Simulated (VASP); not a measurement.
# SnSe2 (P-1) in VASP: relaxation of cell and atoms with PBE

Aim: the relaxation of cell and atoms of SnSe2 with PBE.

All numbers are computed with VASP 6.6.1; they aren't measurements. Logs are shortened: lines on timing, memory, paths and dates and some standing lists are left out, and cuts for length are marked.

## Step 1: The cell of the first run

The typed cell holds 3 atoms: a = 3.870 Å, b = 3.871 Å, c = 7.510 Å, α = 78.66°, β = 75.55°, γ = 60.10°.

## Step 2: Relaxation of cell and atoms, PBE

INCAR

```
  PREC = Accurate
  ENCUT = 600
  EDIFF = 1E-7
  ISMEAR = 0
  SIGMA = 0.1
  LREAL = F
  LASPH = T
  NELM = 100
  ALGO = Normal
  ISIF = 3
  LWAVE = F
  LCHARG = F
  GGA = PE
  IBRION = 2
  NSW = 90
  EDIFFG = -0.04
```

KPOINTS

```
regular mesh
0
Gamma
  6 6 4
```

POSCAR

```
SnSe2
1.0
    3.8702369680      0.0000000000      0.0000000000
    1.9297441693      3.3557437114      0.0000000000
    1.8744049194      0.6260444951      7.2454625129
Sn Se
1 2
Direct
    0.0000000000      0.0000000000      0.0000000000
    0.7525222867      0.7079120502      0.7802947809
    0.2474777133      0.2920879498      0.2197052191
```

Potentials or basis: VASP PAW PBE potentials, release 64 (Sn_d, Se).

On the command line:

```
$ cat potpaw_PBE.64/Sn_d/POTCAR potpaw_PBE.64/Se/POTCAR > POTCAR
$ mpirun -np 1 vasp_std > vasp.out
```

OUTCAR:

```text
PREC = Accurate
   ENCUT = 600
   EDIFF = 1E-7
   ISMEAR = 0
   LREAL = F
   LASPH = T
   NELM = 100
   ISIF = 3
   GGA = PE
   IBRION = 2
   NSW = 90
   EDIFFG = -0.04

 ion  position               nearest neighbor table
   1  0.000  0.000  0.000-   2 2.74   3 2.74   2 2.75   3 2.75   3 2.75   2 2.75
   2  0.753  0.708  0.780-   1 2.74   1 2.75   1 2.75
   3  0.247  0.292  0.220-   1 2.74   1 2.75   1 2.75

  Warning from LATTYP: Got some problem with cell dimensions!
  Tried to take original basis but could not verify dimensions!
  LATTYP: Found a triclinic cell.
 ALAT       =     3.8710371240
 B/A-ratio  =     0.9997932967
 C/A-ratio  =     2.0001890745
 COS(alpha) =     0.0071471827
 COS(beta)  =     0.3091801751
 COS(gamma) =     0.4985083086

  Lattice vectors:

 A1 = (   1.9297441693,   3.3557437114,   0.0000000000)
 A2 = (   3.8702369680,   0.0000000000,   0.0000000000)
 A3 = (   0.0553392499,   2.7296992163,  -7.2454625129)

Analysis of symmetry for initial positions (statically):
=====================================================================
 Subroutine PRICEL returns:
 Original cell was already a primitive cell.

 Routine SETGRP: Setting up the symmetry group for a
 triclinic supercell.

 Subroutine GETGRP returns: Found  2 space group operations
 (whereof  2 operations were pure point group operations)
 out of a pool of  2 trial point group operations.

The static configuration has the point symmetry S_2 .

Analysis of symmetry for dynamics (positions and initial velocities):
=====================================================================
 Subroutine PRICEL returns:
 Original cell was already a primitive cell.

 Routine SETGRP: Setting up the symmetry group for a
 triclinic supercell.

 Subroutine GETGRP returns: Found  2 space group operations
 (whereof  2 operations were pure point group operations)
 out of a pool of  2 trial point group operations.

The dynamic configuration has the point symmetry S_2 .

 Subroutine INISYM returns: Found  2 space group operations
 (whereof  2 operations are pure point group operations),
 and found     1 'primitive' translations

----------------------------------------------------------------------------------------

                                     Primitive cell

  volume of cell :      94.1006

  direct lattice vectors                    reciprocal lattice vectors
     3.870236968  0.000000000  0.000000000     0.258382112 -0.148584462 -0.054005140
     1.929744169  3.355743711  0.000000000     0.000000000  0.297996535 -0.025748403
     1.874404919  0.626044495  7.245462513     0.000000000  0.000000000  0.138017414

  length of vectors
     3.870236968  3.871037124  7.510129995     0.302911230  0.299106863  0.138017414

  position of ions in fractional coordinates (direct lattice)
     0.000000000  0.000000000  0.000000000
     0.752522287  0.707912050  0.780294781
     0.247477713  0.292087950  0.219705219

  ion indices of the primitive-cell ions
   primitive index   ion index
                 1           1
                 2           2
                 3           3

----------------------------------------------------------------------------------------

 KPOINTS: regular mesh

Automatic generation of k-mesh.
 Grid dimensions read from file:
 generate k-points for:    6    6    4

 Generating k-lattice:

  Cartesian coordinates                     Fractional coordinates (reciprocal lattice)
     0.043063685 -0.024764077 -0.009000857     0.166666667  0.000000000  0.000000000
     0.000000000  0.049666089 -0.004291401     0.000000000  0.166666667  0.000000000
     0.000000000  0.000000000  0.034504354     0.000000000  0.000000000  0.250000000

  Length of vectors
     0.050485205  0.049851144  0.034504354

  Shift w.r.t. Gamma in fractional coordinates (k-lattice)
     0.000000000  0.000000000  0.000000000

 Subroutine IBZKPT returns following result:
 ===========================================

 Found     76 irreducible k-points:

 Following reciprocal coordinates:
            Coordinates               Weight
  0.000000  0.000000  0.000000      1.000000
  0.166667 -0.000000  0.000000      2.000000
  0.333333  0.000000  0.000000      2.000000
  0.500000 -0.000000  0.000000      1.000000
  0.000000  0.166667  0.000000      2.000000
  0.166667  0.166667 -0.000000      2.000000
[... 16 lines left out ...]
  0.333333  0.000000  0.250000      2.000000
  0.500000 -0.000000  0.250000      2.000000
 [... further k-points ...]
   k-points           NKPTS =     76   k-points in BZ     NKDIM =     76   number of bands    NBANDS=     17
   number of dos      NEDOS =    301   number of ions     NIONS =      3
   total plane-waves  NPLWV =  61440
   dimension x,y,z NGX =    32 NGY =   32 NGZ =   60
   dimension x,y,z NGXF=    64 NGYF=   64 NGZF=  120
   ions per type =               1   2
   NGX,Y,Z   is equivalent  to a cutoff of  13.75, 13.74, 13.28 a.u.
   NGXF,Y,Z  is equivalent  to a cutoff of  27.49, 27.49, 26.56 a.u.
 SYSTEM =  unknown system
   PREC   = accura    normal or accurate (medium, high low for compatibility)
   ISTART =      0    job   : 0-new  1-cont  2-samecut
   ICHARG =      2    charge: 1-file 2-atom 10-const
   ISPIN  =      1    spin polarized calculation?
   LNONCOLLINEAR =      F non collinear calculations
   LSORBIT =      F    spin-orbit coupling
   LASPH  =      T    aspherical Exc in radial PAW
   ENCUT  =  600.0 eV  44.10 Ry    6.64 a.u.   7.73  7.73 15.00*2*pi/ulx,y,z
   NELM   =    100;   NELMIN=  2; NELMDL= -5     # of ELM steps
   EDIFF  = 0.1E-06   stopping-criterion for ELM
   LREAL  =      F    real-space projection
   EDIFFG = -.4E-01   stopping-criterion for IOM
   NSW    =     90    number of steps for IOM
   IBRION =      2    ionic relax: 0-MD 1-quasi-New 2-CG
   NFREE  =      1    steps in history (QN), initial steepest desc. (CG)
   ISIF   =      3    stress and relaxation
   ISYM   =      2    0-nonsym 1-usesym 2-fastsym
   POTIM  = 0.5000    time-step for ionic-motion
   TEBEG  =    0.0;   TEEND  =   0.0 temperature during run
   PSTRESS=    0.0 pullay stress
   NELECT =      26.0000    total number of electrons
   NUPDOWN=      -1.0000    fix difference up-down
   EMIN   =  10.00;   EMAX   =-10.00  energy-range for DOS
   EFERMI =   0.00;   METHOD = LEGACY
   ISMEAR =     0;   SIGMA  =   0.10  broadening in eV -4-tet -1-fermi 0-gaus
   EFERMI_NEDOS =   21; number of points for ismear=-14 and -15
   IALGO  =     38    algorithm
   IMIX   =      4    mixing-type and parameters
     AMIX     =   0.40;   BMIX     =  1.00
     AMIX_MAG =   1.60;   BMIX_MAG =  1.00
  volume/ion in A,a.u.               =      31.37       211.67
  Fermi-wavevector in a.u.,A,eV,Ry     =   1.066273  2.014964 15.468986  1.136938
  Thomas-Fermi vector in A             =   2.201852
   LORBIT       =      0    0 simple, 1 ext, 2 COOP (PROOUT), +10 PAW based schemes
   GGA     = PE    functional components
   LHFCALC =     F    Hartree Fock is set to
   AEXX    =    0.0000 exact exchange contribution
   IVDW    =     0    specifies the selected vdW correction
   LEPSILON=     F    determine dielectric tensor
   LRPA    =     F    only Hartree local field effects (RPA)
 conjugate gradient relaxation of ions
 non-spin polarized calculation
 Gauss-broadening in eV      SIGMA  =   0.10
  energy-cutoff  :      600.00
  volume of cell :       94.10
 maximum number of plane-waves:      3169
   NGX = 15   NGY = 15   NGZ = 29

 number of electron      26.0000002 magnetization

 Free energy of the ion-electron system (eV)
  ---------------------------------------------------
  ext. energy  EPLUGINS =         0.00000000
  ---------------------------------------------------
  free energy    TOTEN  =       -11.85958156 eV

  energy without entropy =      -11.85958145  energy(sigma->0) =      -11.85958150

 E-fermi :   2.5651     XC(G=0):  -8.3650

 val. band max:        2.2330560969   @ k =   0.0000   0.1667   0.5000
 cond. band min:       2.8743128782   @ k =   0.5000   0.5000   0.0000
 fundamental gap:      0.6412567812
 Fermi energy:         2.5650944522

 k-point     1 :       0.0000    0.0000    0.0000
  band No.  band energies     occupation
      1     -18.8849      2.00000
      2     -18.8841      2.00000
      3     -18.8535      2.00000
      4     -18.8440      2.00000
      5     -18.8435      2.00000
      6     -11.1076      2.00000
[... 9 lines left out ...]
     16       6.7706      0.00000
     17       6.7847      0.00000

 k-point     2 :       0.1667   -0.0000    0.0000
  band No.  band energies     occupation
      1     -18.8939      2.00000
      2     -18.8764      2.00000
      3     -18.8503      2.00000
      4     -18.8458      2.00000
      5     -18.8428      2.00000
      6     -10.8588      2.00000
[... 9 lines left out ...]
     16       7.0439      0.00000
     17       7.3266      0.00000

 k-point     3 :       0.3333    0.0000    0.0000
  band No.  band energies     occupation
      1     -18.9156      2.00000
      2     -18.8669      2.00000
      3     -18.8592      2.00000
      4     -18.8343      2.00000
      5     -18.8316      2.00000
      6     -10.2088      2.00000
[... 9 lines left out ...]
     16       7.9335      0.00000
     17       8.0173      0.00000

 k-point     4 :       0.5000   -0.0000    0.0000
  band No.  band energies     occupation
      1     -18.9272      2.00000
      2     -18.8655      2.00000
      3     -18.8632      2.00000
      4     -18.8267      2.00000
      5     -18.8242      2.00000
      6      -9.6654      2.00000
[... 9 lines left out ...]
     16       7.9096      0.00000
     17       8.0501      0.00000

 k-point     5 :       0.0000    0.1667    0.0000
  band No.  band energies     occupation
      1     -18.8940      2.00000
      2     -18.8763      2.00000
      3     -18.8501      2.00000
      4     -18.8460      2.00000
      5     -18.8428      2.00000
      6     -10.8598      2.00000
[... 9 lines left out ...]
     16       7.0230      0.00000
     17       7.3258      0.00000

 k-point     6 :       0.1667    0.1667   -0.0000
  band No.  band energies     occupation
      1     -18.8934      2.00000
      2     -18.8769      2.00000
      3     -18.8508      2.00000
      4     -18.8458      2.00000
      5     -18.8424      2.00000
      6     -10.8573      2.00000
[... 9 lines left out ...]
     16       7.0683      0.00000
     17       7.3091      0.00000

 k-point     7 :       0.3333    0.1667   -0.0000
  band No.  band energies     occupation
      1     -18.9044      2.00000
      2     -18.8738      2.00000
      3     -18.8535      2.00000
      4     -18.8447      2.00000
      5     -18.8317      2.00000
      6     -10.4012      2.00000
[... 9 lines left out ...]
     16       7.2270      0.00000
     17       7.9284      0.00000

 k-point     8 :       0.5000    0.1667    0.0000
  band No.  band energies     occupation
      1     -18.9153      2.00000
      2     -18.8751      2.00000
      3     -18.8564      2.00000
      4     -18.8358      2.00000
      5     -18.8245      2.00000
      6      -9.7294      2.00000
[... 9 lines left out ...]
     16       7.5171      0.00000
     17       8.1350      0.00000
[... 203 lines left out ...]
      1     -18.9151      2.00000
      2     -18.8752      2.00000
      3     -18.8568      2.00000
      4     -18.8351      2.00000
      5     -18.8248      2.00000
      6      -9.7385      2.00000
[... 9 lines left out ...]
     16       7.5107      0.00000
     17       8.1463      0.00000

 k-point    20 :       0.5000    0.5000    0.0000
  band No.  band energies     occupation
      1     -18.9270      2.00000
      2     -18.8658      2.00000
      3     -18.8637      2.00000
      4     -18.8261      2.00000
      5     -18.8242      2.00000
      6      -9.6827      2.00000
[... 9 lines left out ...]
     16       7.6694      0.00000
     17       7.7160      0.00000

 k-point    21 :       0.0000    0.0000    0.2500
  band No.  band energies     occupation
      1     -18.8849      2.00000
      2     -18.8841      2.00000
      3     -18.8535      2.00000
      4     -18.8440      2.00000
      5     -18.8435      2.00000
      6     -11.0943      2.00000
[... 9 lines left out ...]
     16       6.7724      0.00000
     17       6.7954      0.00000

 k-point    22 :       0.1667   -0.0000    0.2500
  band No.  band energies     occupation
      1     -18.8939      2.00000
      2     -18.8764      2.00000
      3     -18.8503      2.00000
      4     -18.8458      2.00000
      5     -18.8428      2.00000
      6     -10.8527      2.00000
[... 9 lines left out ...]
     16       7.0894      0.00000
     17       7.3161      0.00000

 k-point    23 :       0.3333    0.0000    0.2500
  band No.  band energies     occupation
      1     -18.9156      2.00000
      2     -18.8669      2.00000
      3     -18.8592      2.00000
      4     -18.8343      2.00000
      5     -18.8316      2.00000
      6     -10.2135      2.00000
[... 9 lines left out ...]
     16       7.8163      0.00000
     17       7.8730      0.00000

 k-point    24 :       0.5000   -0.0000    0.2500
  band No.  band energies     occupation
      1     -18.9272      2.00000
      2     -18.8655      2.00000
      3     -18.8632      2.00000
      4     -18.8267      2.00000
      5     -18.8242      2.00000
      6      -9.6756      2.00000
[... 9 lines left out ...]
     16       7.6215      0.00000
     17       7.9735      0.00000

 [... further k-points ...]
[... 5 lines left out ...]
  --------------------------------------------------------------------------------------
  -------------------------------------------------------------------------------------
  Total        0.0861398      0.0562862      0.0914541      0.0291866      0.0239938      0.0031243
  in kB        1.4666349      0.9583409      1.5571167      0.4969369      0.4085239      0.0531952
  external PRESSURE =       1.3273641 kB  Pullay stress =       0.0000000 kB

 VOLUME and BASIS-vectors are now :
 -----------------------------------------------------------------------------
  energy-cutoff  :      600.00
  volume of cell :       94.10
      direct lattice vectors                 reciprocal lattice vectors
     3.870236968  0.000000000  0.000000000     0.258382112 -0.148584462 -0.054005140
     1.929744169  3.355743711  0.000000000     0.000000000  0.297996535 -0.025748403
     1.874404919  0.626044495  7.245462513     0.000000000  0.000000000  0.138017414

 POSITION                                       TOTAL-FORCE (eV/Angst)
 -----------------------------------------------------------------------------------
      0.00000      0.00000      0.00000        -0.000000      0.000000      0.000000
      5.74112      2.86407      5.65360        -0.001357     -0.003312     -0.019711
      1.93327      1.11772      1.59187         0.001357      0.003312      0.019711
 -----------------------------------------------------------------------------------
    total drift:                               -0.000000      0.000000     -0.000000

  FREE ENERGIE OF THE ION-ELECTRON SYSTEM (eV)
  ---------------------------------------------------
  free  energy   TOTEN  =       -11.8595815634 eV

  energy  without entropy=      -11.8595814466  energy(sigma->0) =      -11.85958150

 reached required accuracy - stopping structural energy minimisation
```

Wall time 58 s (1 thread of Intel Xeon 6975P-C (Granite Rapids), shared host); peak memory 0.33 GiB.

What came out:

```
Free energy                  : -11.8596 eV
Pressure after relaxing      : 0.1 GPa
Largest force after relaxing : 0.020 eV/Å
Band gap on the k mesh       : 0.64 eV, indirect (least direct gap 0.94 eV)
```

Forces on the atoms (eV/Å):
```
Sn   0.000  0.000  0.000
Se  -0.001 -0.003 -0.020
Se   0.001  0.003  0.020
```

Final structure:
```xyz
3
Lattice="3.8702 0.0000 0.0000 1.9297 3.3557 0.0000 1.8744 0.6260 7.2455" Properties=species:S:1:pos:R:3 pbc="T T T"
Sn    0.0000    0.0000    0.0000
Se    5.7411    2.8641    5.6536
Se    1.9333    1.1177    1.5919
```

Caveat: the relaxation stopped at its first step, so nothing moved; spin-orbit coupling is left out, which moves the levels of the heavy elements. A k mesh can miss the band edges.
